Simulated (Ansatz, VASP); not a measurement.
Bi: VASP beside Ansatz

INCAR

```
  PREC = Accurate
  ENCUT = 520
  EDIFF = 1E-7
  ISMEAR = 0
  SIGMA = 0.15
  LREAL = F
  LASPH = T
  NELM = 100
  ALGO = Fast
  ISIF = 2
  LWAVE = F
  LCHARG = F
  GGA = PE
  IVDW = 12
  NBANDS = 14
```

File KPOINTS:

```
regular mesh
0
Gamma
  16 16 16
```

POSCAR

```
Bi
1.0
   -1.6875926682      2.1284731910      2.0623411126
    1.6875926682     -2.1284731910      2.0623411126
    1.6875926682      2.1284731910     -2.0623411126
Bi
1
Direct
    0.0000000000      0.0000000000      0.0000000000
```

Input for Ansatz:

```yaml
crystal:
  lattice:
    - [-1.6875926682, 2.128473191, 2.0623411126]
    - [1.6875926682, -2.128473191, 2.0623411126]
    - [1.6875926682, 2.128473191, -2.0623411126]
  atoms:
    - { symbol: Bi, position: [0.0, 0.0, 0.0] }
basis:
  ecutwfc: 420
kpoints:
  mp_grid: { grid: [16, 16, 16] }
hamiltonian:
  xc: pbe
  dispersion: d3bj
scf:
  occupations: { method: gaussian, width: 0.15 }
output:
  forces: true
  stress: true
  eigenvalues: true
```

Change from the starting cell: strain +e along x and -e along y -0.1125, strain +e along z and -e/2 along x and y +0.0525.

Alike in both runs: task single point; functional PBE; dispersion D3(BJ); k mesh 16 × 16 × 16; occupations gaussian, width 0.15 eV; no spin polarisation.

|  | VASP | Ansatz |
| --- | --- | --- |
| version | VASP 6.6.1 | Ansatz 0.2.0 |
| potentials or method | VASP PAW PBE potentials, release 64 (Bi_d), cutoff 520 eV | scalar-relativistic, plane waves, PAW |
| valence electrons in the cell | 15 | 15 |

|  | VASP | Ansatz | Ansatz less VASP |
| --- | --- | --- | --- |
| gap on the k mesh at the Fermi level (eV) | none | none | - |
| pressure (GPa) | 2.0 | 2.0 | +0.06 |
| traceless stress, the component that is largest in VASP (GPa) | 1.43 | 1.44 | +0.011 |

A gap of «none» marks a metal or a gap that the smearing closes.

Neither program's run includes spin-orbit coupling.
